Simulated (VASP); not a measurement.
Here is a VASP 6.6.1 calculation.

File INCAR:

```
PREC = Accurate ; ENCUT = 520
EDIFF = 1E-6 ; ISMEAR = -1
SIGMA = 0.1 ; LREAL = False
LASPH = True ; NELM = 100
ALGO = Normal ; ISIF = 2
LWAVE = False ; LCHARG = False
GGA = B5 ; ALDAX = 1.0
AGGAX = 1.0 ; AGGAC = 1.0
ALDAC = 0.0 ; NBANDS = 17
```

File KPOINTS:

```
regular mesh
0
Gamma
  9 9 9
```

POSCAR

```
Hf
1.0
    0.0000000000      3.4734166068      3.4734166068
    3.4734166068      0.0000000000      3.4734166068
    3.4734166068      3.4734166068      0.0000000000
Hf
2
Direct
    0.1250000000      0.1250000000      0.1250000000
    0.8750000000      0.8750000000      0.8750000000
```

Potentials or basis: VASP PAW PBE potentials, release 64 (Hf_pv).

Command:

```bash
$ cat potpaw_PBE.64/Hf_pv/POTCAR > POTCAR
$ mpirun -np 1 vasp_std > vasp.out
```

(1) Predict the pressure.

(2) Estimate the band gap on the k mesh.

Answers

(1) -2.8 GPa.

(2) zero (band 10 reaches 1.52 eV, above the bottom of band 11 at 1.11 eV).

Caveat: the PAW data sets were made with another functional, which shifts forces and pressure a little; spin-orbit coupling is left out, which moves the levels of the heavy elements.
